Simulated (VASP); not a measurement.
# H3C2N in VASP: a series of runs, part 2 of 3

VASP 6.6.1. The steps go on from the part before.

### Step 3. Single point, PBE

Contents of INCAR:

```
PREC = Accurate ; ENCUT = 520
EDIFF = 1E-6 ; ISMEAR = -1
SIGMA = 0.02 ; LREAL = Auto
LASPH = True ; NELM = 80
ALGO = Normal ; ISIF = 2
LWAVE = False ; LCHARG = False
GGA = PE ; NBANDS = 72
```

Contents of KPOINTS:

```
regular mesh
0
Gamma
  1 1 1
```

Contents of POSCAR:

```
H3C2N
1.0
    8.0517480000      0.0000000000      0.0000000000
    0.0000000000      8.0517480000      0.0000000000
    0.0000000000      0.0000000000      8.0517480000
C N H
12 6 18
Direct
    0.2700904201      0.6015091381      0.7433665336
    0.3932438025      0.4685442217      0.7212595327
    0.1891514737      0.8124322818      0.3175707933
    0.1331884704      0.8987116835      0.4647313850
    0.7931197052      0.3565312774      0.5060888642
    0.9444408841      0.4065825210      0.4185550765
    0.7078462962      0.9562147251      0.7782409484
    0.8386501912      0.9198872096      0.9024500022
    0.2090601941      0.1704474606      0.0449840209
    0.3759928900      0.1464029922      0.1091315824
    0.6524421778      0.5189432158      0.1087341531
    0.6057194040      0.6395878261      0.2312292933
    0.4855343212      0.3597852292      0.7507686530
    0.0744062035      0.9660759378      0.5763965787
    1.0742636257      0.4344149867      0.3515509924
    0.9314002376      0.8549696290      0.9952000485
    0.5132674296      0.1332505687      0.1471730114
    0.5749434781      0.7111126677      0.3532897453
    0.3357780199      0.7145529145      0.7598101679
    0.2117304218      0.5884188129      0.6243861581
    0.1813146661      0.5755768809      0.8529700631
    0.1178005074      0.8600120123      0.2177291192
    0.3216071839      0.8306891870      0.2984569313
    0.1577794039      0.6771324686      0.3161922107
    0.6992270498      0.4592046348      0.5354613681
    0.7228740890      0.2532245172      0.4448475039
    0.8241067654      0.3191853496      0.6315647236
    0.7223773024      1.0815415485      0.7304004050
    0.7067533659      0.8616762472      0.6760767972
    0.5798865041      0.9639645950      0.8387992272
    0.1590462096      0.0588319456     -0.0038749350
    0.1306921180      0.2388798060      0.1325178086
    0.2278138859      0.2448288247     -0.0589188832
    0.7785390203      0.5455585545      0.0565591472
    0.6436366364      0.4008446365      0.1800975391
    0.5670569918      0.5277363375      0.0000248393
```

Potentials or basis: VASP PAW PBE potentials, release 64 (C, N, H).

The run is started by

```console
$ cat potpaw_PBE.64/C/POTCAR potpaw_PBE.64/N/POTCAR potpaw_PBE.64/H/POTCAR > POTCAR
$ mpirun -np 1 vasp_gam > vasp.out
```

Wall time 2.2 min (1 thread of Intel Xeon 8259CL, shared host); peak memory 0.47 GiB.

It converged, with:

```yaml
Free_energy: -220.0727 eV
Pressure: 0.1 GPa
Largest_force: 3.292 eV/Å
Band_gap_on_the_k_mesh: 5.70 eV
```

Forces on the atoms (eV/Å):
```
C   -0.277 -2.147  0.428
C    0.307 -0.516  2.285
C    0.134 -0.665  0.717
C    0.365 -1.117 -1.340
C   -1.098  0.784  0.055
C    2.040  0.131 -1.064
C   -0.696 -0.030  0.812
C   -0.276 -1.418  0.022
C    0.808  0.138  1.483
C   -1.590  0.086 -0.421
C    0.113  0.300 -0.753
C    0.325  0.192  0.811
N   -0.194  0.307 -0.866
N   -0.542  0.961  1.488
N   -2.916 -0.586  1.411
N   -0.687  0.953 -0.804
N    1.554 -0.210  0.645
N   -0.080  0.328 -0.054
H    0.243  1.240 -0.031
H   -1.209  0.933 -0.604
H    1.017  0.196 -1.281
H   -0.560  0.615 -1.202
H    0.229 -0.007 -0.050
H    0.291  0.524  0.447
H    1.026 -0.593 -0.881
H    0.563  0.480  0.112
H    0.427 -0.483  0.356
H    0.227  0.142 -0.394
H    0.163  0.573  0.515
H    1.153 -0.363 -0.233
H   -0.736 -1.162  0.012
H   -0.130 -0.305  0.137
H    0.131  1.484 -1.852
H   -0.447 -0.237  0.535
H    0.106  0.010 -0.975
H    0.215 -0.540  0.536
```

Stress tensor (GPa, compression positive):
```
-1.13 -0.07  1.15
-0.07  1.05 -0.57
 1.15 -0.57  0.38
```

Levels at points of the mesh, in eV from the valence-band top:
| k point | band 46 | band 47 | band 48 | band 49 | band 50 | band 51 |
| --- | --- | --- | --- | --- | --- | --- |
| (0.00, 0.00, 0.00) | -0.33 | -0.04 | 0.00 | 5.70 | 6.28 | 6.36 |

Caveat: the k points lie up to 0.78 Å⁻¹ apart.

### Step 4. Single point, PBE

Contents of INCAR:

```
PREC = Accurate
ENCUT = 520
EDIFF = 1E-6
ISMEAR = -1
SIGMA = 0.02
LREAL = Auto
LASPH = True
NELM = 100
ALGO = Normal
ISIF = 2
LWAVE = False
LCHARG = False
GGA = PE
NBANDS = 72
```

KPOINTS is that of step 3.

Contents of POSCAR:

```
H3C2N
1.0
    8.0517480000      0.0000000000      0.0000000000
    0.0000000000      8.0517480000      0.0000000000
    0.0000000000      0.0000000000      8.0517480000
C N H
12 6 18
Direct
    0.2732077556      0.5942933137      0.7490671591
    0.3986463560      0.4640731429      0.7428076487
    0.2019809860      0.8583353577      0.3034744754
    0.1388518369      0.9012080358      0.4672028981
    0.7823642767      0.3464340911      0.4781943002
    0.9412490306      0.3958395121      0.4056510462
    0.6825226025      0.9708326689      0.8103085193
    0.8192506770      0.9024251628      0.9031827623
    0.1928897924      0.2070109497      0.0403639061
    0.3654237564      0.1624367777      0.0782687188
    0.6593723500      0.5144721370      0.1067842660
    0.6499706648      0.6391407183      0.2290682719
    0.4788401227      0.3406092689      0.7373802558
    0.0911354901      0.9252525042      0.6017947904
    1.0786850259      0.4359674446      0.3727637775
    0.9140499678      0.8254605087      0.9798741838
    0.4993822459      0.1272021926      0.1127705437
    0.5887541438      0.7102184519      0.3415159044
    0.3299283584      0.7187631804      0.7863013100
    0.2162387596      0.6053468141      0.6307574455
    0.1822709802      0.5509362687      0.8411713829
    0.1161983708      0.9060517045      0.2077064508
    0.3285000971      0.9001026858      0.2703263937
    0.1962431015      0.7243271896      0.2855280617
    0.6806844924      0.4318565360      0.4549695296
    0.7496260439      0.2180644501      0.4378800727
    0.7984477408      0.3459869832      0.6162140196
    0.7078090372      1.0798400546      0.7314560764
    0.6454002286      0.8749652870      0.7272085515
    0.5846308156      1.0203001882      0.8975566548
    0.1505263205      0.1285807753     -0.0689663909
    0.1308411540      0.1910020035      0.1587232983
    0.1902940827      0.3399882858      0.0062346710
    0.7880400629      0.5168070337      0.0639488469
    0.6286833617      0.3894806445      0.1661005784
    0.5816625160      0.5458938854      0.0026081293
```

Potentials or basis: VASP PAW PBE potentials, release 64 (C, N, H).

The run is started by

```console
$ cat potpaw_PBE.64/C/POTCAR potpaw_PBE.64/N/POTCAR potpaw_PBE.64/H/POTCAR > POTCAR
$ mpirun -np 1 vasp_gam > vasp.out
```

OUTCAR:

```text
PREC = Accurate
   ENCUT = 520
   EDIFF = 1E-6
   ISMEAR = -1
   LREAL = Auto
   LASPH = True
   NELM = 100
   ISIF = 2
   GGA = PE

 ion  position               nearest neighbor table
   1  0.273  0.594  0.749-  20 1.06  21 1.10  19 1.14   2 1.46
   2  0.399  0.464  0.743-  13 1.19   1 1.46
   3  0.202  0.858  0.303-  24 1.09  22 1.10  23 1.11   4 1.45
   4  0.139  0.901  0.467-  14 1.17   3 1.45
   5  0.782  0.346  0.478-  25 1.09  26 1.11  27 1.12   6 1.46
   6  0.941  0.396  0.406-  15 1.18   5 1.46
   7  0.683  0.971  0.810-  29 1.06  28 1.10  30 1.13   8 1.44
   8  0.819  0.902  0.903-  16 1.16   7 1.44
   9  0.193  0.207  0.040-  32 1.08  33 1.11  31 1.14  10 1.47
  10  0.365  0.162  0.078-  17 1.15   9 1.47
  11  0.659  0.514  0.107-  36 1.08  34 1.09  35 1.14  12 1.41
  12  0.650  0.639  0.229-  18 1.18  11 1.41
  13  0.479  0.341  0.737-   2 1.19
  14  0.091  0.925  0.602-   4 1.17
  15  0.079  0.436  0.373-   6 1.18
[... 252 lines left out ...]
 cond. band min:       1.4537085068   @ k =   0.0000   0.0000   0.0000
 fundamental gap:      5.9050417688
 Fermi energy:        -3.9057014209

 k-point     1 :       0.0000    0.0000    0.0000
  band No.  band energies     occupation
      1     -19.9631      2.00000
      2     -19.6156      2.00000
      3     -19.5743      2.00000
      4     -19.4423      2.00000
      5     -19.3841      2.00000
      6     -19.3278      2.00000
[... 52 lines left out ...]
     59       2.8609      0.00000
     60       2.9094      0.00000
 [bands above 60 left out]

------------------------ aborting loop because EDIFF is reached ----------------------------------------

  FORCE on cell =-STRESS in cart. coord.  units (eV):
  Direction    XX          YY          ZZ          XY          YZ          ZX
  --------------------------------------------------------------------------------------
  -------------------------------------------------------------------------------------
  Total        0.6570034     -1.7447543      2.2503075     -1.3202370     -0.3835437      2.1656902
  in kB        2.0165440     -5.3551831      6.9068804     -4.0522100     -1.1772126      6.6471640
  external PRESSURE =       1.1894138 kB  Pullay stress =       0.0000000 kB

 VOLUME and BASIS-vectors are now :
 -----------------------------------------------------------------------------
  energy-cutoff  :      520.00
  volume of cell :      522.00
      direct lattice vectors                 reciprocal lattice vectors
     8.051748000  0.000000000  0.000000000     0.124196634  0.000000000  0.000000000
     0.000000000  8.051748000  0.000000000     0.000000000  0.124196634  0.000000000
     0.000000000  0.000000000  8.051748000     0.000000000  0.000000000  0.124196634

 POSITION                                       TOTAL-FORCE (eV/Angst)
 -----------------------------------------------------------------------------------
      2.19980      4.78510      6.03130         1.474129      0.558649      1.420766
      3.20980      3.73660      5.98090         0.754976     -2.025994     -0.321956
      1.62630      6.91110      2.44350        -0.424714      0.223408     -0.618018
      1.11800      7.25630      3.76180         0.598688     -0.168453     -0.243646
      6.29940      2.78940      3.85030         0.552834     -0.820088      0.560332
      7.57870      3.18720      3.26620         1.412212      0.553326      0.301626
[... 28 lines left out ...]
      5.06200      3.13600      1.33740         0.149152      1.042228     -0.820546
      4.68340      4.39540      0.02100        -0.472477     -0.135189     -0.469313
 -----------------------------------------------------------------------------------
    total drift:                                0.006774     -0.014836     -0.010581

  FREE ENERGIE OF THE ION-ELECTRON SYSTEM (eV)
  ---------------------------------------------------
  free  energy   TOTEN  =      -220.1897557461 eV

  energy  without entropy=     -220.1897557461  energy(sigma->0) =     -220.18975575
```

OSZICAR:

```text
N       E                     dE             d eps       ncg     rms          rms(c)
DAV:   1     0.706080150363E+03    0.70608E+03   -0.46914E+04   144   0.117E+03
DAV:   2    -0.148557209635E+03   -0.85464E+03   -0.81121E+03   200   0.265E+02
DAV:   3    -0.240017203429E+03   -0.91460E+02   -0.90823E+02   184   0.945E+01
DAV:   4    -0.242311829715E+03   -0.22946E+01   -0.22879E+01   176   0.178E+01
DAV:   5    -0.242382452097E+03   -0.70622E-01   -0.70579E-01   184   0.286E+00    0.266E+01
DAV:   6    -0.223858500005E+03    0.18524E+02   -0.35615E+01   168   0.182E+01    0.142E+01
DAV:   7    -0.220721785826E+03    0.31367E+01   -0.67023E+00   176   0.884E+00    0.727E+00
DAV:   8    -0.220211804556E+03    0.50998E+00   -0.14849E+00   176   0.448E+00    0.283E+00
DAV:   9    -0.220185356531E+03    0.26448E-01   -0.20521E-01   184   0.161E+00    0.726E-01
DAV:  10    -0.220187737912E+03   -0.23814E-02   -0.24110E-02   160   0.672E-01    0.293E-01
DAV:  11    -0.220190002978E+03   -0.22651E-02   -0.78906E-03   160   0.363E-01    0.152E-01
DAV:  12    -0.220190089758E+03   -0.86780E-04   -0.94702E-04   168   0.160E-01    0.732E-02
DAV:  13    -0.220189828965E+03    0.26079E-03   -0.90791E-04   160   0.139E-01    0.327E-02
DAV:  14    -0.220189791833E+03    0.37132E-04   -0.22027E-04   184   0.590E-02    0.212E-02
DAV:  15    -0.220189767841E+03    0.23992E-04   -0.73831E-05   160   0.327E-02    0.135E-02
DAV:  16    -0.220189758141E+03    0.97002E-05   -0.18664E-05   184   0.174E-02    0.508E-03
DAV:  17    -0.220189756346E+03    0.17949E-05   -0.80950E-06   184   0.118E-02    0.340E-03
DAV:  18    -0.220189755746E+03    0.59978E-06   -0.15141E-06   120   0.531E-03
   1 F= -.22018976E+03 E0= -.22018976E+03  d E =-.160500E-11
```

Wall time 2.3 min (1 thread of Intel Xeon 8259CL, shared host); peak memory 0.47 GiB.

What came out:

```yaml
Free_energy: -220.1898 eV
Pressure: 0.1 GPa
Largest_force: 3.633 eV/Å
Band_gap_on_the_k_mesh: 5.91 eV
```

Forces in eV/Å, atoms in the order of the input:
```
C    1.474  0.559  1.421
C    0.755 -2.026 -0.322
C   -0.425  0.223 -0.618
C    0.599 -0.168 -0.244
C    0.553 -0.820  0.560
C    1.412  0.553  0.302
C   -0.194  1.491  0.604
C   -0.370  0.178 -0.174
C    1.143 -0.284 -0.958
C   -2.128  0.747 -0.691
C    1.397 -1.414 -0.080
C   -2.438  1.121  2.448
N   -0.881  1.991  0.088
N   -0.089  0.260 -0.055
N   -1.734 -0.484  0.045
N    0.578 -0.134  0.398
N    1.765 -0.432  0.659
N    1.180  0.072 -0.701
H   -0.672 -1.092 -0.264
H   -0.575  0.170 -1.070
H   -0.168  0.464  0.011
H   -0.005  0.023  0.131
H   -0.237  0.043  0.639
H    0.059 -0.395  0.219
H   -0.115  0.212 -0.281
H    0.025  0.506  0.129
H   -0.023 -0.114 -0.580
H    0.513 -0.173  0.190
H   -0.832 -0.809 -0.682
H    0.516 -0.791 -0.546
H   -0.037  0.526  1.069
H   -0.825 -0.119 -0.009
H   -0.118 -0.304  0.092
H    0.222 -0.486 -0.440
H    0.149  1.042 -0.821
H   -0.472 -0.135 -0.469
```

Caveat: the k points lie up to 0.78 Å⁻¹ apart.

[end of part 2 of 3]
